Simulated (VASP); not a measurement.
# SrLaTlCuO5 (P4mm) in VASP: notebook, part 2 of 2

VASP 6.6.1. Earlier steps stand in the parts before.

## 3. Relaxation of shape and atoms at fixed volume, LDA

The input, INCAR:

```
SYSTEM = SrLaTlCuO5
ALGO = Normal ; EDIFF = 1E-6
EDIFFG = -0.01 ; ENCUT = 600
GGA = CA ; IBRION = 2
ISIF = 4 ; ISMEAR = 1
LASPH = .TRUE. ; LCHARG = .FALSE.
LREAL = .FALSE. ; LWAVE = .FALSE.
NELM = 60 ; NSW = 50
PREC = Accurate ; SIGMA = 0.1
```

The input, KPOINTS:

```
k-points
0
G
  6 6 3
  0 0 0
```

The input, POSCAR:

```
SrLaTlCuO5
1.0
    3.8083140000      0.0000000000      0.0000000000
    0.0000000000      3.8083140000      0.0000000000
    0.0000000000      0.0000000000      8.9402180000
Sr La Tl Cu O
1 1 1 1 5
Direct
    0.5000000000      0.5000000000      0.7836560000
    0.5000000000      0.5000000000      0.1969140000
    0.0000000000      0.0000000000      0.4966380000
    0.0000000000      0.0000000000      0.9914920000
    0.0000000000      0.0000000000      0.7304750000
    0.0000000000      0.0000000000      0.2620620000
    0.0000000000      0.5000000000      0.0102050000
    0.5000000000      0.0000000000      0.0102050000
    0.5000000000      0.5000000000      0.4783540000
```

Potentials or basis: VASP PAW LDA potentials, release 64 (Sr_sv, La, Tl_d, Cu, O).

On the command line:

```sh
> cat potpaw_LDA.64/Sr_sv/POTCAR potpaw_LDA.64/La/POTCAR potpaw_LDA.64/Tl_d/POTCAR potpaw_LDA.64/Cu/POTCAR potpaw_LDA.64/O/POTCAR > POTCAR
> mpirun -np 1 vasp_std > vasp.out
```

OUTCAR:

```text
SYSTEM = SrLaTlCuO5
   EDIFF = 1E-6
   EDIFFG = -0.01
   ENCUT = 600
   GGA = CA
   IBRION = 2
   ISIF = 4
   ISMEAR = 1
   LASPH = .TRUE.
   LREAL = .FALSE.
   NELM = 60
   NSW = 50
   PREC = Accurate

 ion  position               nearest neighbor table
   1  0.500  0.500  0.784-   9 2.73   5 2.73   5 2.73   5 2.73   5 2.73   8 2.78   7 2.78   7 2.78
                             8 2.78   4 3.27   4 3.27   4 3.27   4 3.27   2 3.69   3 3.72   3 3.72
   2  0.500  0.500  0.197-   9 2.52   8 2.53   7 2.53   8 2.53   7 2.53   6 2.76   6 2.76   6 2.76
                             6 2.76   1 3.69   3 3.80   3 3.80   3 3.80   3 3.80
   3  0.000  0.000  0.497-   5 2.09   6 2.10   9 2.70   9 2.70   9 2.70   9 2.70   1 3.72   1 3.72
                             1 3.72   1 3.72   2 3.80   2 3.80   2 3.80   2 3.80
   4  0.000  0.000  0.991-   7 1.91   8 1.91   7 1.91   8 1.91   5 2.33   1 3.27   1 3.27   1 3.27
                             1 3.27
   5  0.000  0.000  0.730-   3 2.09   4 2.33   1 2.73   1 2.73   1 2.73   1 2.73
   6  0.000  0.000  0.262-   3 2.10   2 2.76   2 2.76   2 2.76   2 2.76
   7  0.000  0.500  0.010-   4 1.91   4 1.91   2 2.53   2 2.53   1 2.78   1 2.78
   8  0.500  0.000  0.010-   4 1.91   4 1.91   2 2.53   2 2.53   1 2.78   1 2.78
   9  0.500  0.500  0.478-   2 2.52   3 2.70   3 2.70   3 2.70   3 2.70   1 2.73

  LATTYP: Found a simple tetragonal cell.
 ALAT       =     3.8083140000
 C/A-ratio  =     2.3475527491

  Lattice vectors:

 A1 = (   3.8083140000,   0.0000000000,   0.0000000000)
 A2 = (   0.0000000000,   3.8083140000,   0.0000000000)
 A3 = (   0.0000000000,   0.0000000000,   8.9402180000)

Analysis of symmetry for initial positions (statically):
=====================================================================
 Subroutine PRICEL returns:
 Original cell was already a primitive cell.

 Routine SETGRP: Setting up the symmetry group for a
 simple tetragonal supercell.

 Subroutine GETGRP returns: Found  8 space group operations
 (whereof  8 operations were pure point group operations)
 out of a pool of 16 trial point group operations.

The static configuration has the point symmetry C_4v.

Analysis of symmetry for dynamics (positions and initial velocities):
[... 144 lines left out ...]
   LORBIT       =      0    0 simple, 1 ext, 2 COOP (PROOUT), +10 PAW based schemes
   GGA     = CA    functional components
   LHFCALC =     F    Hartree Fock is set to
   AEXX    =    0.0000 exact exchange contribution
   IVDW    =     0    specifies the selected vdW correction
   LEPSILON=     F    determine dielectric tensor
   LRPA    =     F    only Hartree local field effects (RPA)
 conjugate gradient relaxation of ions
 non-spin polarized calculation
 Methfessel and Paxton  Order N= 1 SIGMA  =   0.10
  energy-cutoff  :      600.00
  volume of cell :      129.66
 maximum number of plane-waves:      4351
   NGX = 15   NGY = 15   NGZ = 35

--------------------------------------- Ionic step        1  -------------------------------------------

 number of electron      75.0000019 magnetization

 Free energy of the ion-electron system (eV)
  ---------------------------------------------------
  ext. energy  EPLUGINS =         0.00000000
  ---------------------------------------------------
  free energy    TOTEN  =       -61.52871480 eV

  energy without entropy =      -61.52472819  energy(sigma->0) =      -61.52738593

------------------------ aborting loop because EDIFF is reached ----------------------------------------

  FORCE on cell =-STRESS in cart. coord.  units (eV):
  Direction    XX          YY          ZZ          XY          YZ          ZX
  --------------------------------------------------------------------------------------
  -------------------------------------------------------------------------------------
  Total       -7.6502574     -7.6502574     -8.0324934      0.0000000      0.0000000      0.0000000
  in kB      -94.5307328    -94.5307328    -99.2538480      0.0000000      0.0000000      0.0000000
  external PRESSURE =     -96.1051045 kB  Pullay stress =       0.0000000 kB
[... 110 lines left out ...]
  FREE ENERGIE OF THE ION-ELECTRON SYSTEM (eV)
  ---------------------------------------------------
  free  energy   TOTEN  =       -61.5310204814 eV

  energy  without entropy=      -61.5269238342  energy(sigma->0) =      -61.52965493

[... ionic steps 4 to 8 ...]

--------------------------------------- Ionic step        9  -------------------------------------------

 number of electron      75.0000026 magnetization

------------------------ aborting loop because EDIFF is reached ----------------------------------------
[... 81 lines left out ...]
--------------------------------------- Ionic step       11  -------------------------------------------

 number of electron      75.0000025 magnetization

 Free energy of the ion-electron system (eV)
  ---------------------------------------------------
  ext. energy  EPLUGINS =         0.00000000
  ---------------------------------------------------
  free energy    TOTEN  =       -61.53255120 eV

  energy without entropy =      -61.52847281  energy(sigma->0) =      -61.53119174

 E-fermi :   5.6424     XC(G=0): -11.3092

 val. band max:        5.6228603287   @ k =   0.3333   0.1667   0.0000
 cond. band min:       5.6742210848   @ k =   0.3333   0.1667   0.3333
 fundamental gap:      0.0513607561
 Fermi energy:         5.6423958374

 k-point     1 :       0.0000    0.0000    0.0000
  band No.  band energies     occupation
      1     -28.2924      2.00000
      2     -25.7810      2.00000
      3     -13.4202      2.00000
      4     -12.4208      2.00000
      5     -11.8241      2.00000
      6     -11.5864      2.00000
[... 985 lines left out ...]
  FREE ENERGIE OF THE ION-ELECTRON SYSTEM (eV)
  ---------------------------------------------------
  free  energy   TOTEN  =       -61.5325512022 eV

  energy  without entropy=      -61.5284728083  energy(sigma->0) =      -61.53119174

 reached required accuracy - stopping structural energy minimisation
```

It took 9.7 min on 1 thread of Intel Xeon 6975P-C (Granite Rapids), shared host; peak memory 0.35 GiB.

What came out:

- Free energy: -61.5326 eV
- Energy gained by relaxing: 0.4 meV/atom
- Ionic steps: 11
- Pressure after relaxing: -9.4 GPa
- Largest force after relaxing: 0.008 eV/Å
- Band gap on the k mesh: zero (an odd number of electrons rules out a gap without spin polarisation)

Forces on the atoms (eV/Å):
```
Sr   0.000  0.000  0.007
La   0.000  0.000 -0.008
Tl   0.000  0.000  0.008
Cu   0.000  0.000  0.003
O    0.000  0.000 -0.003
O    0.000  0.000 -0.003
O    0.000  0.000 -0.001
O    0.000  0.000 -0.001
O    0.000  0.000 -0.002
```

Step by step:
```csv
step,energy change (eV),largest force (eV/Å),pressure (GPa),volume (Å³)
1,0.0000,0.1902,-9.61,129.66
2,-0.0023,0.0731,-9.50,129.66
3,-0.0023,0.0861,-9.49,129.66
4,-0.0028,0.0539,-9.43,129.66
5,-0.0028,0.0586,-9.45,129.66
6,-0.0032,0.0399,-9.43,129.66
7,-0.0036,0.0323,-9.40,129.66
8,-0.0037,0.0220,-9.41,129.66
9,-0.0038,0.0270,-9.37,129.66
10,-0.0038,0.0436,-9.36,129.66
11,-0.0038,0.0080,-9.37,129.66
```

Final structure:
```cif
data_structure
_symmetry_space_group_name_H-M 'P 1'
_symmetry_Int_Tables_number 1
_cell_length_a 3.8107
_cell_length_b 3.8107
_cell_length_c 8.9290
_cell_angle_alpha 90.000
_cell_angle_beta 90.000
_cell_angle_gamma 90.000
_cell_volume 129.66
loop_
_atom_site_label
_atom_site_type_symbol
_atom_site_fract_x
_atom_site_fract_y
_atom_site_fract_z
_atom_site_occupancy
Sr1 Sr 0.50000 0.50000 0.78577 1
La1 La 0.50000 0.50000 0.19629 1
Tl1 Tl 0.00000 0.00000 0.49606 1
Cu1 Cu 0.00000 0.00000 0.99412 1
O1 O 0.00000 0.00000 0.72912 1
O2 O 0.00000 0.00000 0.26169 1
O3 O 0.00000 0.50000 0.01040 1
O4 O 0.50000 0.00000 0.01040 1
O5 O 0.50000 0.50000 0.47614 1
```

Caveat: spin-orbit coupling is left out, which moves the levels of the heavy elements; an odd number of electrons without spin polarisation forces a metal; a magnetic or distorted state may lie lower; semilocal functionals often make such compounds metallic where correlation or magnetic order opens a gap, which also shifts bond lengths. With open d or f shells a metallic result of LDA can be an artefact of self-interaction; +U or a hybrid may open a gap.

The gap in the log of VASP goes by the Fermi energy; the results here count the filled bands.